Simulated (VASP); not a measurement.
# Al (P6_3/mmc) in VASP: further runs

Runs on Al. Level: LDA. Tasks: single point.

Everything below comes from runs of VASP 6.6.1. Logs are shortened: lines on timing, memory, paths and dates and some standing lists are left out, and cuts for length are marked.

## 1. The cell of the first run

The structure is hexagonal, space group P6_3/mmc (No. 194). The conventional cell has a = 2.755 Å, b = 2.755 Å, c = 4.767 Å, α = 90.00°, β = 90.00°, γ = 120.00°. Within 3.6 Å of Al (site symmetry -6m2) lie 12 Al at 2.76 to 2.87 Å.

## 2. Single point, LDA

The input, INCAR:

```
PREC = Accurate
ENCUT = 520
EDIFF = 1E-6
ISMEAR = -1
SIGMA = 0.1
LREAL = False
LASPH = True
NELM = 80
ALGO = Normal
ISIF = 2
LWAVE = False
LCHARG = True
LELF = True
LVHAR = True
NBANDS = 10
```

The input, KPOINTS:

```
Automatic mesh
0
Gamma
  12 12 6
```

The input, POSCAR:

```
Al
1.0
    2.7550418494      0.0000000000      0.0000000000
   -1.3775214145      2.3859367424      0.0000000000
    0.0000000000      0.0000000000      4.7674986532
Al
2
Direct
    0.6666666667      0.3333333333      0.7500000000
    0.3333333333      0.6666666667      0.2500000000
```

Potentials or basis: VASP PAW LDA potentials, release 64 (Al).

Launch:

```sh
> cat potpaw_LDA.64/Al/POTCAR > POTCAR
> mpirun -np 1 vasp_std > vasp.out
```

OUTCAR:

```text
PREC = Accurate
   ENCUT = 520
   EDIFF = 1E-6
   ISMEAR = -1
   LREAL = False
   LASPH = True
   NELM = 80
   ISIF = 2

 ion  position               nearest neighbor table
   1  0.667  0.333  0.750-   2 2.87   2 2.87   2 2.87   2 2.87   2 2.87   2 2.87
   2  0.333  0.667  0.250-   1 2.87   1 2.87   1 2.87   1 2.87   1 2.87   1 2.87

  LATTYP: Found a hexagonal cell.
 ALAT       =     2.7550418494
 C/A-ratio  =     1.7304632430

  Lattice vectors:

 A1 = (   2.7550418494,   0.0000000000,   0.0000000000)
 A2 = (  -1.3775214145,   2.3859367424,   0.0000000000)
 A3 = (   0.0000000000,   0.0000000000,   4.7674986532)

Analysis of symmetry for initial positions (statically):
=====================================================================
 Subroutine PRICEL returns:
 Original cell was already a primitive cell.

 Routine SETGRP: Setting up the symmetry group for a
 hexagonal supercell.

 Subroutine GETGRP returns: Found 24 space group operations
 (whereof 12 operations were pure point group operations)
 out of a pool of 24 trial point group operations.

The static configuration has the point symmetry D_3d.
 The point group associated with its full space group is D_6h.

Analysis of symmetry for dynamics (positions and initial velocities):
=====================================================================
 Subroutine PRICEL returns:
 Original cell was already a primitive cell.

 Routine SETGRP: Setting up the symmetry group for a
 hexagonal supercell.

 Subroutine GETGRP returns: Found 24 space group operations
 (whereof 12 operations were pure point group operations)
 out of a pool of 24 trial point group operations.

The dynamic configuration has the point symmetry D_3d.
 The point group associated with its full space group is D_6h.

 Subroutine INISYM returns: Found 24 space group operations
 (whereof 12 operations are pure point group operations),
 and found     1 'primitive' translations

----------------------------------------------------------------------------------------

                                     Primitive cell

  volume of cell :      31.3385

  direct lattice vectors                    reciprocal lattice vectors
     2.755041849  0.000000000  0.000000000     0.362970893  0.209561372  0.000000000
    -1.377521415  2.385936742  0.000000000     0.000000000  0.419122595  0.000000000
     0.000000000  0.000000000  4.767498653     0.000000000  0.000000000  0.209753599
[... 88 lines left out ...]
   IBRION =     -1    ionic relax: 0-MD 1-quasi-New 2-CG
   NFREE  =      0    steps in history (QN), initial steepest desc. (CG)
   ISIF   =      2    stress and relaxation
   ISYM   =      2    0-nonsym 1-usesym 2-fastsym
   POTIM  = 0.5000    time-step for ionic-motion
   TEBEG  =    0.0;   TEEND  =   0.0 temperature during run
   PSTRESS=    0.0 pullay stress
   NELECT =       6.0000    total number of electrons
   NUPDOWN=      -1.0000    fix difference up-down
   EMIN   =  10.00;   EMAX   =-10.00  energy-range for DOS
   EFERMI =   0.00;   METHOD = LEGACY
   ISMEAR =    -1;   SIGMA  =   0.10  broadening in eV -4-tet -1-fermi 0-gaus
   EFERMI_NEDOS =   21; number of points for ismear=-14 and -15
   IALGO  =     38    algorithm
   IMIX   =      4    mixing-type and parameters
     AMIX     =   0.40;   BMIX     =  1.00
     AMIX_MAG =   1.60;   BMIX_MAG =  1.00
  volume/ion in A,a.u.               =      15.67       105.74
  Fermi-wavevector in a.u.,A,eV,Ry     =   0.943552  1.783055 12.113146  0.890291
  Thomas-Fermi vector in A             =   2.071271
   LORBIT       =      0    0 simple, 1 ext, 2 COOP (PROOUT), +10 PAW based schemes
   GGA     = CA    functional components
   LHFCALC =     F    Hartree Fock is set to
   AEXX    =    0.0000 exact exchange contribution
   IVDW    =     0    specifies the selected vdW correction
   LEPSILON=     F    determine dielectric tensor
   LRPA    =     F    only Hartree local field effects (RPA)
 non-spin polarized calculation
  energy-cutoff  :      520.00
  volume of cell :       31.34
 maximum number of plane-waves:       864
   NGX = 11   NGY = 11   NGZ = 17

 number of electron       6.0000000 magnetization

 Free energy of the ion-electron system (eV)
  ---------------------------------------------------
  ext. energy  EPLUGINS =         0.00000000
  ---------------------------------------------------
  free energy    TOTEN  =        -8.30784312 eV

  energy without entropy =       -8.28000559  energy(sigma->0) =       -8.29392436

 E-fermi :   8.3293     XC(G=0): -10.5359

 val. band max:        8.3241357494   @ k =   0.3333   0.0833   0.5000
 cond. band min:       8.3535857146   @ k =   0.3333   0.3333   0.3333
 fundamental gap:      0.0294499653
 Fermi energy:         8.3292720898

 k-point     1 :       0.0000    0.0000    0.0000
  band No.  band energies     occupation
      1      -3.1279      2.00000
      2       3.1526      2.00000
      3       3.2852      2.00000
      4      19.7403      0.00000
      5      20.1957      0.00000
      6      20.1957      0.00000
      7      20.3096      0.00000
      8      20.3096      0.00000
      9      21.2342      0.00000
     10      23.6247      0.00000
[... 287 lines left out ...]
 k-point    24 :       0.3333    0.0000    0.1667
  band No.  band energies     occupation
      1      -0.1022      2.00000
      2       4.0475      2.00000
      3       7.7161      1.99567
      4       8.6606      0.07025
      5      12.1875      0.00000
      6      15.5922      0.00000
      7      15.7524      0.00000
      8      17.3285      0.00000
      9      19.2341      0.00000
     10      20.0303      0.00000

 [... further k-points ...]

------------------------ aborting loop because EDIFF is reached ----------------------------------------

  FORCE on cell =-STRESS in cart. coord.  units (eV):
  Direction    XX          YY          ZZ          XY          YZ          ZX
  --------------------------------------------------------------------------------------
  -------------------------------------------------------------------------------------
  Total        0.5972047      0.5972049     -0.2378313     -0.0000001     -0.0000000      0.0000000
  in kB       30.5320575     30.5320706    -12.1591130     -0.0000063     -0.0000000      0.0000000
  external PRESSURE =      16.3016717 kB  Pullay stress =       0.0000000 kB

 VOLUME and BASIS-vectors are now :
 -----------------------------------------------------------------------------
  energy-cutoff  :      520.00
  volume of cell :       31.34
      direct lattice vectors                 reciprocal lattice vectors
     2.755041849  0.000000000  0.000000000     0.362970893  0.209561372  0.000000000
    -1.377521415  2.385936742  0.000000000     0.000000000  0.419122595  0.000000000
     0.000000000  0.000000000  4.767498653     0.000000000  0.000000000  0.209753599

 POSITION                                       TOTAL-FORCE (eV/Angst)
 -----------------------------------------------------------------------------------
      1.37752      0.79531      3.57562         0.000000      0.000000      0.000000
     -0.00000      1.59062      1.19187        -0.000000     -0.000000      0.000000
 -----------------------------------------------------------------------------------
    total drift:                               -0.000000      0.000000     -0.000000

  FREE ENERGIE OF THE ION-ELECTRON SYSTEM (eV)
  ---------------------------------------------------
  free  energy   TOTEN  =        -8.3078431233 eV

  energy  without entropy=       -8.2800055878  energy(sigma->0) =       -8.29392436
```

stdout:

```text
POSCAR found type information on POSCAR Al
 POSCAR found :  1 types and       2 ions
 scaLAPACK will be used
 LDA part: xc-table for (Slater(with rela. corr.)+CA(PZ))
 , standard interpolation
 POSCAR, INCAR and KPOINTS ok, starting setup
 FFT: planning ... GRIDC
 FFT: planning ... GRID_SOFT
 FFT: planning ... GRID
 WAVECAR not read
 entering main loop
```

It took 7.4 s on 1 thread of Intel Xeon 6975P-C, shared host; peak memory 0.14 GiB.

Results:

| Item | Value |
| --- | --- |
| Free energy | -8.3078 eV |
| Pressure | 1.6 GPa |
| Band gap on the k mesh | zero (band 3 reaches 12.11 eV, above the bottom of band 4 at 5.18 eV) |

Stress tensor (GPa, compression positive):
```
 3.05  0.00  0.00
 0.00  3.05  0.00
 0.00  0.00 -1.22
```

## 3. Single point, LDA

This run uses another cell than the first one, of 16.17 Å³/atom, 1.032 times its volume.

The input, INCAR:

```
ALGO = Normal
EDIFF = 1E-7
ENCUT = 520
GGA = CA
ISIF = 2
ISMEAR = -1
LASPH = T
LCHARG = F
LREAL = F
LWAVE = F
NBANDS = 10
NELM = 80
PREC = Accurate
SIGMA = 0.1
```

The input, KPOINTS:

```
k-points
0
Gamma
  12 12 6
```

The input, POSCAR:

```
Al
1.0
    2.7840444212      0.0000000000      0.0000000000
   -1.3920227056      2.4110537118      0.0000000000
    0.0000000000      0.0000000000      4.8176865377
Al
2
Direct
    0.6666666667      0.3333333333      0.7500000000
    0.3333333333      0.6666666667      0.2500000000
```

Potentials or basis: VASP PAW LDA potentials, release 64 (Al).

Launch:

```sh
> cat potpaw_LDA.64/Al/POTCAR > POTCAR
> mpirun -np 1 vasp_std > vasp.out
```

It took 7 s on 1 thread of Intel Xeon 6975P-C, shared host; peak memory 0.14 GiB.

The run converged. Its results:

| Property | Result |
| --- | --- |
| Free energy | -8.3098 eV |
| Pressure | -1.0 GPa |
| Band gap on the k mesh | zero (band 3 reaches 11.72 eV, above the bottom of band 4 at 4.88 eV) |

Stress tensor (GPa, compression positive):
```
 0.25  0.00  0.00
 0.00  0.25  0.00
 0.00  0.00 -3.36
```

Levels at points of the mesh, in eV from the Fermi level:
```tsv
k point	band 1	band 2	band 3	band 4	band 5	band 6	band 7	band 8
(0.00, 0.00, 0.00)	-11.24	-5.12	-4.90	11.27	11.58	11.58	11.79	11.79
(0.50, 0.00, 0.00)	-5.09	-5.00	0.62	0.63	1.38	1.46	6.35	7.92
(0.00, 0.00, 0.50)	-9.65	-9.65	2.42	2.42	12.61	12.61	12.61	12.61
(0.50, 0.00, 0.50)	-3.86	-3.86	-3.12	-3.12	7.51	7.51	7.69	7.69
```

## 4. Single point, LDA

This run uses another cell than the first one, of 17.17 Å³/atom, 1.096 times its volume.

The input, INCAR:

```
PREC = Accurate
ENCUT = 520
EDIFF = 1E-6
ISMEAR = -1
SIGMA = 0.1
LREAL = False
LASPH = True
NELM = 100
ALGO = Normal
ISIF = 2
LWAVE = False
LCHARG = False
NBANDS = 10
```

The input, KPOINTS:

```
Automatic mesh
0
Gamma
  12 12 6
```

The input, POSCAR:

```
Al
1.0
    2.8403029002      0.0000000000      0.0000000000
   -1.4201519550      2.4597749942      0.0000000000
    0.0000000000      0.0000000000      4.9150397677
Al
2
Direct
    0.6666666667      0.3333333333      0.7500000000
    0.3333333333      0.6666666667      0.2500000000
```

Potentials or basis: VASP PAW LDA potentials, release 64 (Al).

Launch:

```sh
> cat potpaw_LDA.64/Al/POTCAR > POTCAR
> mpirun -np 1 vasp_std > vasp.out
```

OUTCAR:

```text
PREC = Accurate
   ENCUT = 520
   EDIFF = 1E-6
   ISMEAR = -1
   LREAL = False
   LASPH = True
   NELM = 100
   ISIF = 2

 ion  position               nearest neighbor table
   1  0.667  0.333  0.750-   2 2.95   2 2.95   2 2.95   2 2.95   2 2.95   2 2.95
   2  0.333  0.667  0.250-   1 2.95   1 2.95   1 2.95   1 2.95   1 2.95   1 2.95

  LATTYP: Found a hexagonal cell.
 ALAT       =     2.8403029002
 C/A-ratio  =     1.7304632430

  Lattice vectors:

 A1 = (   2.8403029002,   0.0000000000,   0.0000000000)
 A2 = (  -1.4201519550,   2.4597749942,   0.0000000000)
 A3 = (   0.0000000000,   0.0000000000,   4.9150397677)

Analysis of symmetry for initial positions (statically):
=====================================================================
 Subroutine PRICEL returns:
 Original cell was already a primitive cell.

 Routine SETGRP: Setting up the symmetry group for a
 hexagonal supercell.

 Subroutine GETGRP returns: Found 24 space group operations
 (whereof 12 operations were pure point group operations)
 out of a pool of 24 trial point group operations.

The static configuration has the point symmetry D_3d.
 The point group associated with its full space group is D_6h.

Analysis of symmetry for dynamics (positions and initial velocities):
=====================================================================
 Subroutine PRICEL returns:
 Original cell was already a primitive cell.

 Routine SETGRP: Setting up the symmetry group for a
 hexagonal supercell.

 Subroutine GETGRP returns: Found 24 space group operations
 (whereof 12 operations were pure point group operations)
 out of a pool of 24 trial point group operations.

The dynamic configuration has the point symmetry D_3d.
 The point group associated with its full space group is D_6h.

 Subroutine INISYM returns: Found 24 space group operations
[... 119 lines left out ...]
  Fermi-wavevector in a.u.,A,eV,Ry     =   0.915229  1.729531 11.396829  0.837643
  Thomas-Fermi vector in A             =   2.039946
   LORBIT       =      0    0 simple, 1 ext, 2 COOP (PROOUT), +10 PAW based schemes
   GGA     = CA    functional components
   LHFCALC =     F    Hartree Fock is set to
   AEXX    =    0.0000 exact exchange contribution
   IVDW    =     0    specifies the selected vdW correction
   LEPSILON=     F    determine dielectric tensor
   LRPA    =     F    only Hartree local field effects (RPA)
 non-spin polarized calculation
  energy-cutoff  :      520.00
  volume of cell :       34.34
 maximum number of plane-waves:       942
 NGX is ok and might be reduce to    24
   NGX = 11   NGY = 11   NGZ = 19

 number of electron       6.0000000 magnetization

 Free energy of the ion-electron system (eV)
  ---------------------------------------------------
  ext. energy  EPLUGINS =         0.00000000
  ---------------------------------------------------
  free energy    TOTEN  =        -8.27177184 eV

  energy without entropy =       -8.24007766  energy(sigma->0) =       -8.25592475

 E-fermi :   7.3667     XC(G=0): -10.1969

 val. band max:        7.3655919296   @ k =   0.3333   0.0833   0.5000
 cond. band min:       7.4159087582   @ k =   0.4167   0.0833   0.0000
 fundamental gap:      0.0503168287
 Fermi energy:         7.3667021321

 k-point     1 :       0.0000    0.0000    0.0000
  band No.  band energies     occupation
      1      -3.4497      2.00000
      2       2.3509      2.00000
      3       2.7284      2.00000
      4      18.3821      0.00000
      5      18.4259      0.00000
      6      18.4259      0.00000
      7      18.8095      0.00000
      8      18.8095      0.00000
      9      19.2767      0.00000
     10      21.7260      0.00000
[... 287 lines left out ...]
 k-point    24 :       0.3333    0.0000    0.1667
  band No.  band energies     occupation
      1      -0.5971      2.00000
      2       3.3287      2.00000
      3       6.8854      1.98388
      4       7.5688      0.23396
      5      11.0359      0.00000
      6      14.1317      0.00000
      7      14.5290      0.00000
      8      15.6737      0.00000
      9      17.5731      0.00000
     10      18.4853      0.00000

 [... further k-points ...]

------------------------ aborting loop because EDIFF is reached ----------------------------------------

  FORCE on cell =-STRESS in cart. coord.  units (eV):
  Direction    XX          YY          ZZ          XY          YZ          ZX
  --------------------------------------------------------------------------------------
  -------------------------------------------------------------------------------------
  Total       -0.8699081     -0.8699085     -1.4146825      0.0000002      0.0000000      0.0000000
  in kB      -40.5879275    -40.5879450    -66.0058596      0.0000083      0.0000000      0.0000000
  external PRESSURE =     -49.0605774 kB  Pullay stress =       0.0000000 kB

 VOLUME and BASIS-vectors are now :
 -----------------------------------------------------------------------------
  energy-cutoff  :      520.00
  volume of cell :       34.34
      direct lattice vectors                 reciprocal lattice vectors
     2.840302900  0.000000000  0.000000000     0.352075125  0.203270697  0.000000000
    -1.420151955  2.459774994  0.000000000     0.000000000  0.406541250  0.000000000
     0.000000000  0.000000000  4.915039768     0.000000000  0.000000000  0.203457153

 POSITION                                       TOTAL-FORCE (eV/Angst)
 -----------------------------------------------------------------------------------
      1.42015      0.81992      3.68628         0.000000     -0.000000      0.000000
     -0.00000      1.63985      1.22876        -0.000000      0.000000      0.000000
 -----------------------------------------------------------------------------------
    total drift:                                0.000000     -0.000000     -0.000000

  FREE ENERGIE OF THE ION-ELECTRON SYSTEM (eV)
  ---------------------------------------------------
  free  energy   TOTEN  =        -8.2717718387 eV

  energy  without entropy=       -8.2400776616  energy(sigma->0) =       -8.25592475
```

stdout:

```text
POSCAR found type information on POSCAR Al
 POSCAR found :  1 types and       2 ions
 scaLAPACK will be used
 LDA part: xc-table for (Slater(with rela. corr.)+CA(PZ))
 , standard interpolation
 POSCAR, INCAR and KPOINTS ok, starting setup
 FFT: planning ... GRIDC
 FFT: planning ... GRID_SOFT
 FFT: planning ... GRID
 WAVECAR not read
 entering main loop
```

Run time: 12 s. Hardware: 1 thread of Intel Xeon 6975P-C, shared host; peak memory 0.15 GiB.

Results:

```yaml
Free_energy: -8.2718 eV
Pressure: -4.9 GPa
Band_gap_on_the_k_mesh: zero (band 3 reaches 11.00 eV, above the bottom of band 4 at 4.32 eV)
```

Stress tensor (GPa, compression positive):
```
-4.06  0.00  0.00
 0.00 -4.06  0.00
 0.00  0.00 -6.60
```

## 5. Single point, LDA

This run uses another cell than the first one, of 17.67 Å³/atom, 1.128 times its volume.

The input, INCAR:

```
SYSTEM = Al
ALGO = Normal
EDIFF = 1E-6
ENCUT = 520
GGA = CA
ISIF = 2
ISMEAR = -1
LASPH = .True.
LCHARG = .False.
LREAL = .False.
LWAVE = .False.
NBANDS = 10
NELM = 100
PREC = Accurate
SIGMA = 0.1
```

The input, KPOINTS:

```
k-points
0
Gamma
  12 12 6
  0 0 0
```

The input, POSCAR:

```
Al
1.0
    2.8676151805      0.0000000000      0.0000000000
   -1.4338081000      2.4834281278      0.0000000000
    0.0000000000      0.0000000000      4.9623026648
Al
2
Direct
    0.6666666667      0.3333333333      0.7500000000
    0.3333333333      0.6666666667      0.2500000000
```

Launch:

```sh
> cat potpaw_LDA.64/Al/POTCAR > POTCAR
> mpirun -np 1 vasp_std > vasp.out
```

Run time: 12 s. Hardware: 1 thread of Intel Xeon 6975P-C, shared host; peak memory 0.15 GiB.

The run converged. Its results:

| Quantity | Value |
| --- | --- |
| Free energy | -8.2364 eV |
| Pressure | -6.4 GPa |
| Band gap on the k mesh | zero (band 3 reaches 10.67 eV, above the bottom of band 4 at 4.06 eV) |

Stress tensor (GPa, compression positive):
```
-5.67  0.00  0.00
 0.00 -5.67  0.00
 0.00  0.00 -7.81
```

Levels at points of the mesh, in eV from the Fermi level:
| k point | band 1 | band 2 | band 3 | band 4 | band 5 | band 6 | band 7 |
| --- | --- | --- | --- | --- | --- | --- | --- |
| (0.00, 0.00, 0.00) | -10.62 | -4.96 | -4.51 | 10.81 | 10.81 | 10.90 | 11.28 |
| (0.50, 0.00, 0.00) | -4.86 | -4.65 | 0.52 | 0.66 | 1.14 | 1.60 | 5.91 |
| (0.00, 0.00, 0.50) | -9.13 | -9.13 | 2.32 | 2.32 | 12.00 | 12.00 | 12.00 |
| (0.50, 0.00, 0.50) | -3.58 | -3.58 | -3.02 | -3.02 | 7.19 | 7.19 | 7.33 |

## 6. Overview

```csv
cell,gap on the mesh (eV),pressure (GPa)
"a = 2.755, b = 2.755, c = 4.767 Å, angles 90.0, 90.0, 120.0°, 2 atoms",none,1.6
"a = 2.784, b = 2.784, c = 4.818 Å, angles 90.0, 90.0, 120.0°, 2 atoms",none,-1.0
"a = 2.840, b = 2.840, c = 4.915 Å, angles 90.0, 90.0, 120.0°, 2 atoms",none,-4.9
"a = 2.868, b = 2.868, c = 4.962 Å, angles 90.0, 90.0, 120.0°, 2 atoms",none,-6.4
```

Alike in all rows: task single point; level LDA; potentials or basis VASP PAW LDA potentials, release 64 (Al); no spin polarisation; k mesh 12 × 12 × 6; cutoff (eV) 520; smearing fermi-dirac 0.1 eV.

Absolute energies hang on the potentials; compare differences alone.
